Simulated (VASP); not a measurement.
Set up this calculation in VASP 6.6.1, as the native input.

```
Task                   : single point
Functional             : r2SCAN
Potentials or basis    : VASP PAW PBE potentials, release 64 (Ca_sv, O)
Cutoff                 : 520 eV
k mesh                 : 8 × 8 × 8
Occupations            : gaussian, width 0.01 eV
Spin                   : no spin polarisation
Dipole correction      : no
Further INCAR settings : ALGO = Normal; EDIFF = 1e-07; NBANDS = 15
```

The system is CaO.

```xyz
2
Lattice="2.4214 2.4214 0.0000 -2.4214 2.4214 0.0000 0.0000 2.4214 2.3831" Properties=species:S:1:pos:R:3 pbc="T T T"
Ca    0.0000    0.0000    0.0000
O     0.0000    2.4214    0.0000
```

This cell differs from its parent crystal: in-plane strain +0.01.

One way to write it, as run:

POSCAR

```
CaO
1.0
    2.4214158188      2.4214158188      0.0000000000
   -2.4214158188      2.4214158188      0.0000000000
    0.0000000000      2.4214158188      2.3830567563
Ca O
1 1
Direct
    0.0000000000      0.0000000000      0.0000000000
    0.5000000000      0.5000000000      0.0000000000
```

INCAR.step1

```
PREC = Accurate
ENCUT = 520
ISMEAR = 0
SIGMA = 0.01
LREAL = False
LASPH = True
NELM = 100
NBANDS = 15
GGA = PE
ALGO = Normal
EDIFF = 1E-4
LWAVE = True
LCHARG = False
```

INCAR.step2

```
PREC = Accurate
ENCUT = 520
EDIFF = 1E-7
ISMEAR = 0
SIGMA = 0.01
LREAL = False
LASPH = True
NELM = 100
ALGO = Normal
ISIF = 2
LWAVE = False
LCHARG = False
METAGGA = R2SCAN
LMIXTAU = True
NBANDS = 15
ISTART = 1
```

KPOINTS

```
Automatic mesh
0
Gamma
  8 8 8
```

Potentials or basis: VASP PAW PBE potentials, release 64 (Ca_sv, O).

Run with:

```console
$ cat potpaw_PBE.64/Ca_sv/POTCAR potpaw_PBE.64/O/POTCAR > POTCAR
$ cp INCAR.step1 INCAR
$ mpirun -np 1 vasp_std > vasp.out
$ cp INCAR.step2 INCAR
$ mpirun -np 1 vasp_std > vasp.out
```

It gave:

```json
{
  "Pressure": "-0.5 GPa",
  "Band gap on the k mesh": "4.13 eV, indirect (least direct gap 4.55 eV)"
}
```

Caveat: the cell differs from its parent crystal (in-plane strain +0.01); the PAW data sets were made with another functional, which shifts forces and pressure a little.

It took 66 s on 1 thread of Intel(R) Xeon(R) 6975P-C (Granite Rapids), with other jobs on the host, peak memory 0.18 GiB.
